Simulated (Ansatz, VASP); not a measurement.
**YTaP: VASP beside Ansatz**

File POSCAR:

```
YTaP
1.0
    3.5867980000      0.0000000000      0.0000000000
    0.0000000000      3.5867980000      0.0000000000
    0.0000000000      0.0000000000      9.0805010000
Y Ta P
2 2 2
Direct
    0.0000000000      0.5000000000      0.9000000000
    0.5000000000      0.0000000000      0.1000000000
    0.0000000000      0.5000000000      0.3350000000
    0.5000000000      0.0000000000      0.6650000000
    0.0000000000      0.5000000000      0.6170000000
    0.5000000000      0.0000000000      0.3830000000
```

INCAR.step1

```
SYSTEM = YTaP
ALGO = Normal
EDIFF = 1E-4
ENCUT = 520
GGA = PE
ISMEAR = 0
LASPH = .True.
LCHARG = .False.
LREAL = .False.
LWAVE = .True.
NBANDS = 36
NELM = 60
PREC = Accurate
SIGMA = 0.0157
```

Contents of INCAR.step2:

```
SYSTEM = YTaP
ALGO = Normal
EDIFF = 1E-7
ENCUT = 520
ISIF = 2
ISMEAR = 0
ISTART = 1
LASPH = .True.
LCHARG = .False.
LMIXTAU = .True.
LREAL = .False.
LWAVE = .False.
METAGGA = R2SCAN
NBANDS = 36
NELM = 60
PREC = Accurate
SIGMA = 0.0157
```

KPOINTS

```
k-points
0
Gamma
  5 5 2
  0 0 0
```

Input for Ansatz:

```yaml
crystal:
  lattice:
    - [3.586798, 0.0, 0.0]
    - [0.0, 3.586798, 0.0]
    - [0.0, 0.0, 9.080501]
  atoms:
    - { symbol: "Y", position: [0.0, 0.5, 0.9] }
    - { symbol: "Y", position: [0.5, 0.0, 0.1] }
    - { symbol: Ta, position: [0.0, 0.5, 0.335] }
    - { symbol: Ta, position: [0.5, 0.0, 0.665] }
    - { symbol: P, position: [0.0, 0.5, 0.617] }
    - { symbol: P, position: [0.5, 0.0, 0.383] }
  symmetry: { tolerance: 0.0003 }
kpoints:
  mp_grid: { grid: [5, 5, 2], shift: [0, 0, 0] }
magnetization:
  spin_polarized: false
scf:
  occupations: { method: gaussian, width: 0.0157 }
hamiltonian:
  pseudopotentials: { kind: paw }
  xc: r2scan
basis:
  ecutwfc: 500
  xc_grid: 3
  ecutrho_ratio: 4
output:
  forces: true
  stress: true
  eigenvalues: true
  write_density: true
  write_potential: true
  elf: true
  volumetric_format: npy
```

Alike in both runs: task single point; functional r2SCAN; k mesh 5 × 5 × 2; occupations gaussian, width 0.0157 eV; no spin polarisation.

```csv
,VASP,Ansatz
version,VASP 6.6.1,Ansatz 0.2.0
potentials or method,"VASP PAW PBE potentials, release 64 (Y_sv, Ta_pv, P), cutoff 520 eV",PAW plane waves
valence electrons in the cell,54,58
```

```csv
,VASP,Ansatz,Ansatz less VASP
gap on the k mesh at the Fermi level (eV),none,none,-
pressure (GPa),5.7,5.6,-0.13
"traceless stress, the component that is largest in VASP (GPa)",7.48,7.56,+0.084
rms of the force components (eV/Å),0.485,0.487,+0.0017
```

VASP's potentials were made for PBE, not for r2SCAN. Atom by atom the forces differ by 0.007 eV/Å (rms over components). A gap of «none» marks a metal or a gap that the smearing closes. The functional is the same, so the differences come from potentials, cutoffs and numerics. VASP's potentials hold 54 valence electrons a cell and Ansatz's 58, so a difference there can come from the potentials and not from the codes.

Spin-orbit coupling is off throughout.
